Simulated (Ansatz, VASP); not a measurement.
# SrTiO3 in VASP and in Ansatz

```
Sr Ti O
1.0
     3.85222    0.00000    0.00000
     0.00000    3.85222    0.00000
     0.00000    0.00000    3.85222
Sr Ti O
1 1 3
Direct
  0.00000 0.00000 0.00000
  0.50000 0.50000 0.50000
  0.00000 0.50000 0.50000
  0.50000 0.00000 0.50000
  0.50000 0.50000 0.00000
```

Change from the starting cell: volume scaled by 0.96, crystal datasets.

Alike in both runs: task electric field gradients; functional PBE; k mesh 7 × 7 × 7; occupations fermi-dirac, width 0.05 eV; no spin polarisation.

|  | VASP | Ansatz |
| --- | --- | --- |
| version | VASP 6.6.1 | Ansatz 0.2.0 |
| potentials or method | VASP PAW PBE potentials, release 64 (Sr_sv, Ti_sv, O), cutoff 520 eV | all-electron PAW with datasets made for the crystal, scalar-relativistic |

|  | VASP | Ansatz | Ansatz less VASP |
| --- | --- | --- | --- |
| gap on the k mesh at the Fermi level (eV) | 2.00 | 2.03 | +0.027 |
| pressure (GPa) | 13.5 | 12.7 | -0.78 |
| size of Vzz on the site where it differs most (V/Å²) | 7.2 | 8.1 | +0.88 |

Ansatz ran all-electron here, and VASP with PAW potentials.
